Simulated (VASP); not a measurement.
Here is a VASP 6.6.1 calculation.

INCAR

```
SYSTEM = Tl
PREC     = Accurate       ! precision mode
ENCUT    = 520            ! plane-wave cutoff, eV
EDIFF    = 1E-6           ! SCF threshold, eV
ISMEAR   = 0              ! smearing method
SIGMA    = 0.15           ! smearing width, eV
LREAL    = .FALSE.        ! projectors in reciprocal space
LASPH    = .TRUE.         ! aspherical terms in the spheres
NELM     = 60             ! most SCF steps
ALGO     = Fast           ! electronic algorithm
ISIF     = 2              ! what is computed and relaxed
LWAVE    = .FALSE.        ! write WAVECAR
LCHARG   = .TRUE.         ! write CHGCAR
GGA      = PS             ! functional
LELF     = .TRUE.         ! ELF
LVHAR    = .TRUE.       
NBANDS   = 20             ! bands
```

Contents of KPOINTS:

```
regular mesh
0
G
  18 18 10
  0 0 0
```

Contents of POSCAR:

```
Tl
1.0
    3.7324782250      0.0000000000      0.0000000000
   -1.8662391125      3.2324209619      0.0000000000
    0.0000000000      0.0000000000      5.7460000000
Tl
2
Direct
    0.3333333333      0.6666666667      0.2500000000
    0.6666666667      0.3333333333      0.7500000000
```

Potentials or basis: VASP PAW PBE potentials, release 64 (Tl_d).

The run is started by

```console
$ cat potpaw_PBE.64/Tl_d/POTCAR > POTCAR
$ mpirun -np 1 vasp_std > vasp.out
```

(1) What does it give for the band gap on the k mesh?

(2) Estimate the pressure.

## Answers

(1) zero (bands 13 and 14 overlap by 4.87 eV).

(2) -4.2 GPa.

Caveat: the cell differs from its parent crystal (strain +0.080 along x and y, +0.040 along z); the cell stands under tension; the PAW data sets were made with another functional, which shifts forces and pressure a little; spin-orbit coupling is left out, which moves the levels of the heavy elements.
